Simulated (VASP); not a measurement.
Wanted: the native input for a VASP 6.6.1 run.

```yaml
Task: single point
Functional: r2SCAN
Potentials_or_basis: VASP PAW PBE potentials, release 64 (Rh_pv)
Cutoff: 520 eV
k_mesh: 14 × 14 × 14
Occupations: fermi-dirac, width 0.05 eV
Spin: collinear spin, ferromagnetic start
Starting_moments: "[1.0] μB"
Dipole_correction: no
Further_INCAR_settings: ALGO = Normal; EDIFF = 1e-07; NBANDS = 18
```

The system is Rh.

```
Rh
1.0
     2.51248    0.00000    0.00000
     0.00000    2.51248    0.00000
     0.00000    0.00000    2.51248
Rh
1
Direct
  0.00000 0.00000 0.00000
```

This isn't the form of Rh at room conditions, which is fcc.

These files were run (other wordings do the same):

POSCAR

```
Rh
1.0
    2.5124836359      0.0000000000      0.0000000000
    0.0000000000      2.5124836359      0.0000000000
    0.0000000000      0.0000000000      2.5124836359
Rh
1
Direct
    0.0000000000      0.0000000000      0.0000000000
```

INCAR.step1

```
  PREC = Accurate
  ENCUT = 520
  ISMEAR = -1
  SIGMA = 0.05
  LREAL = F
  LASPH = T
  NELM = 150
  ISPIN = 2
  MAGMOM = 1
  LMAXMIX = 4
  NBANDS = 18
  GGA = PE
  ALGO = Normal
  EDIFF = 1E-4
  LWAVE = T
  LCHARG = F
```

INCAR.step2

```
  PREC = Accurate
  ENCUT = 520
  EDIFF = 1E-7
  ISMEAR = -1
  SIGMA = 0.05
  LREAL = F
  LASPH = T
  NELM = 150
  ALGO = Normal
  ISIF = 2
  LWAVE = F
  LCHARG = T
  ISPIN = 2
  MAGMOM = 1
  LORBIT = 11
  LMAXMIX = 4
  METAGGA = R2SCAN
  LMIXTAU = T
  LELF = T
  LVHAR = T
  NBANDS = 18
  ISTART = 1
```

KPOINTS

```
Automatic mesh
0
Gamma
  14 14 14
```

Potentials or basis: VASP PAW PBE potentials, release 64 (Rh_pv).

The run is started by

```sh
$ cat potpaw_PBE.64/Rh_pv/POTCAR > POTCAR
$ cp INCAR.step1 INCAR
$ mpirun -np 1 vasp_std > vasp.out
$ cp INCAR.step2 INCAR
$ mpirun -np 1 vasp_std > vasp.out
```

It gave:

```json
{
  "Pressure": "0.8 GPa",
  "Net moment": "0.00 μB per cell",
  "Valence electrons inside the program's atomic spheres": "Rh 13.86"
}
```

Caveat: the PAW data sets were made with another functional, which shifts forces and pressure a little.

Run time: 120 s on 1 thread of AMD EPYC 9R45 96-Core Processor (Zen 5) (shared host), peak memory 0.14 GiB.
